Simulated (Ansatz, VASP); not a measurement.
**ZrB2 in VASP and in Ansatz**

INCAR

```
ALGO     = Normal         # electronic algorithm
EDIFF    = 1E-6           # SCF threshold, eV
ENCUT    = 520            # plane-wave cutoff, eV
GGA      = PE             # functional
ISIF     = 2              # what is computed and relaxed
ISMEAR   = -1             # smearing method
LASPH    = T              # aspherical terms in the spheres
LCHARG   = F              # write CHGCAR
LREAL    = F              # projectors in reciprocal space
LWAVE    = F              # write WAVECAR
NBANDS   = 16             # bands
NELM     = 80             # most SCF steps
PREC     = Accurate       # precision mode
SIGMA    = 0.05           # smearing width, eV
```

The input KPOINTS:

```
k-points
0
Gamma
  12 12 9
```

POSCAR

```
ZrB2
1.0
    3.1222243140      0.0000000000      0.0000000000
   -1.5611121570      2.7039255722      0.0000000000
    0.0000000000      0.0000000000      3.4724266007
Zr B
1 2
Direct
    0.0000000000      0.0000000000      0.0000000000
    0.3333333333      0.6666666667      0.5000000000
    0.6666666667      0.3333333333      0.5000000000
```

Input for Ansatz:

```yaml
crystal:
  lattice:
    - [3.122224314, 0.0, 0.0]
    - [-1.561112157, 2.7039255722, 0.0]
    - [0.0, 0.0, 3.4724266007]
  atoms:
    - { symbol: Zr, position: [0.0, 0.0, 0.0] }
    - { symbol: B, position: [0.3333333333, 0.6666666667, 0.5] }
    - { symbol: B, position: [0.6666666667, 0.3333333333, 0.5] }
kpoints:
  mp_grid: { grid: [12, 12, 9] }
  band_path:
    path:
      - [0.0, 0.0, 0.0]
      - [0.5, 0.0, 0.0]
      - [0.3333333333, 0.3333333333, 0.0]
      - [0.0, 0.0, 0.0]
      - [0.0, 0.0, 0.5]
      - [0.5, 0.0, 0.5]
      - [0.3333333333, 0.3333333333, 0.5]
      - [0.0, 0.0, 0.5]
      - [0.5, 0.0, 0.5]
    npoints: 5
scf:
  occupations: { method: fermi_dirac, width: 0.05 }
hamiltonian:
  xc: pbe
  pseudopotentials: { kind: all_electron, lapw: { basis_error: 0.001 } }
output:
  forces: true
  stress: true
  eigenvalues: true
```

Change from the starting cell: volume scaled by 0.96.

Alike in both runs: task single point; functional PBE; k mesh 12 × 12 × 9; occupations fermi-dirac, width 0.05 eV; no spin polarisation.

```csv
,VASP,Ansatz
version,VASP 6.6.1,Ansatz 0.2.0
potentials or method,"VASP PAW PBE potentials, release 64 (Zr_sv, B), cutoff 520 eV","all-electron LAPW, scalar-relativistic"
```

|  | VASP | Ansatz | Ansatz less VASP |
| --- | --- | --- | --- |
| pressure (GPa) | 13.6 | 13.4 | -0.14 |
| traceless stress, the component that is largest in VASP (GPa) | 0.53 | 0.53 | -0.004 |

Ansatz ran all-electron here, and VASP with PAW potentials.
